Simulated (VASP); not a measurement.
Set up this calculation in VASP 6.6.1, as the native input.

```yaml
Task: single point
Functional: PBE
Dispersion: D3(BJ)
Potentials_or_basis: VASP PAW PBE potentials, release 64 (Ti_sv, O)
Cutoff: 520 eV
k_mesh: 10 × 10 × 10
Occupations: gaussian, width 0.02 eV
Spin: no spin polarisation
Dipole_correction: no
Further_INCAR_settings: ALGO = Normal; EDIFF = 1e-06; NBANDS = 33
```

The structure of TiO2 lies in POSCAR:

```
TiO2
1.0
   -1.8936835521      1.8936835521      4.7856978183
    1.8936835521     -1.8936835521      4.7856978183
    1.8936835521      1.8936835521     -4.7856978183
Ti O
2 4
Direct
    0.0000000000      0.0000000000      0.0000000000
    0.7500000000      0.2500000000      0.5000000000
    0.2081013161      0.2081013161      0.0000000000
    0.9581013161      0.4581013161      0.5000000000
    0.5418986839      0.0418986839      0.5000000000
    0.7918986839      0.7918986839      0.0000000000
```

The input as run:

INCAR

```
SYSTEM = TiO2
PREC = Accurate ; ENCUT = 520
EDIFF = 1E-6 ; ISMEAR = 0
SIGMA = 0.02 ; LREAL = .FALSE.
LASPH = .TRUE. ; NELM = 80
ALGO = Normal ; ISIF = 2
LWAVE = .FALSE. ; LCHARG = .TRUE.
GGA = PE ; IVDW = 12
LELF = .TRUE. ; LVHAR = .TRUE.
NBANDS = 33
```

KPOINTS

```
Automatic mesh
0
G
  10 10 10
  0 0 0
```

Potentials or basis: VASP PAW PBE potentials, release 64 (Ti_sv, O).

Command:

```sh
$ cat potpaw_PBE.64/Ti_sv/POTCAR potpaw_PBE.64/O/POTCAR > POTCAR
$ mpirun -np 1 vasp_std > vasp.out
```

It gave:

* Pressure: 0.7 GPa
* Largest force: 0.021 eV/Å
* Band gap on the k mesh: 2.10 eV (least direct gap 2.43 eV)
* Dispersion energy per atom: -0.224 eV

Wall time 7.2 min on 1 thread of AMD EPYC 7R13 Processor (Zen 3), on a shared host, peak memory 0.35 GiB.
